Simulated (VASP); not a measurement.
Wanted: the native input for a VASP 6.6.1 run.

| Property | Result |
| --- | --- |
| Task | single point |
| Functional | PBE |
| Potentials or basis | VASP PAW PBE potentials, release 64 (Si, O) |
| Cutoff | 520 eV |
| k mesh | 6 × 6 × 9 |
| Occupations | fermi-dirac, width 0.03 eV |
| Spin | no spin polarisation |
| Dipole correction | no |
| Further INCAR settings | ALGO = Normal; EDIFF = 1e-07; NBANDS = 25 |

The structure of SiO2 lies in POSCAR:

```
SiO2
1.0
    4.1661196280      0.0000000000      0.0000000000
    0.0000000000      4.1661196280      0.0000000000
    0.0000000000      0.0000000000      2.6588775253
Si O
2 4
Direct
    0.0000000000      0.0000000000      0.0000000000
    0.5000000000      0.5000000000      0.5000000000
    0.3067000000      0.3067000000      0.0000000000
    0.1933000000      0.8067000000      0.5000000000
    0.6933000000      0.6933000000      0.0000000000
    0.8067000000      0.1933000000      0.5000000000
```

This cell differs from its parent crystal: volume scaled by 0.99.

These files were run (other wordings do the same):

INCAR

```
  PREC = Accurate
  ENCUT = 520
  EDIFF = 1E-7
  ISMEAR = -1
  SIGMA = 0.03
  LREAL = F
  LASPH = T
  NELM = 100
  ALGO = Normal
  ISIF = 2
  LWAVE = F
  LCHARG = T
  GGA = PE
  LELF = T
  LVHAR = T
  NBANDS = 25
```

KPOINTS

```
Automatic mesh
0
Gamma
  6 6 9
```

Potentials or basis: VASP PAW PBE potentials, release 64 (Si, O).

Run with:

```console
$ cat potpaw_PBE.64/Si/POTCAR potpaw_PBE.64/O/POTCAR > POTCAR
$ mpirun -np 1 vasp_std > vasp.out
```

It gave:

* Pressure: 14.6 GPa
* Largest force: 0.318 eV/Å
* Band gap on the k mesh: 5.80 eV, direct

It took 20 s on 1 thread of Intel(R) Xeon(R) Platinum 8559C (Emerald Rapids), with other jobs on the host, peak memory 0.17 GiB.
